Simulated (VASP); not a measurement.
MgS2N2, 5 atoms in the cell. Symmetry: Cmmm, No. 65, orthorhombic system. Conventional cell: a = 7.444 Å, b = 7.444 Å, c = 3.722 Å, α = 90.00°, β = 90.00°, γ = 90.00°. Within 2.5 Å of Mg (site symmetry mmm) lie 2 N at 1.86 Å. Within 2.5 Å of N (site symmetry 2mm) lie 1 Mg at 1.86 Å. Within 3.5 Å of S (site symmetry m2m) lie 2 Mg at 2.63 Å and 8 N at 3.22 Å. 

```yaml
Program: VASP 6.6.1
Task: single point
Functional: PBE0
Potentials_or_basis: VASP PAW PBE potentials, release 64 (Mg, N, S)
Cutoff: 520 eV
k_mesh: 2 × 2 × 3
Occupations: fermi-dirac, width 0.0501 eV
Spin: no spin polarisation
Dipole_correction: no
Grid_for_exact_exchange_PRECFOCK: Fast
Further_INCAR_settings: ALGO = Normal; EDIFF = 1e-07; NBANDS = 20
Share_of_exact_exchange: 0.25
```

Potentials or basis: VASP PAW PBE potentials, release 64 (Mg, N, S).

Run with:

```bash
$ cat potpaw_PBE.64/Mg/POTCAR potpaw_PBE.64/N/POTCAR potpaw_PBE.64/S/POTCAR > POTCAR
$ cp INCAR.step1 INCAR
$ mpirun -np 1 vasp_std > vasp.out
$ cp INCAR.step2 INCAR
$ mpirun -np 1 vasp_std > vasp.out
```

Hardware: 1 thread of Intel(R) Xeon(R) Platinum 8259CL CPU @ 2.50GHz (Skylake/Cascade Lake), on a shared host.

**Question.** How long does it take, and how much memory?

**Answer.** It took 4.2 min on 1 thread of Intel(R) Xeon(R) Platinum 8259CL CPU @ 2.50GHz (Skylake/Cascade Lake) (shared host), peak memory 0.21 GiB. Counts: k points 6.
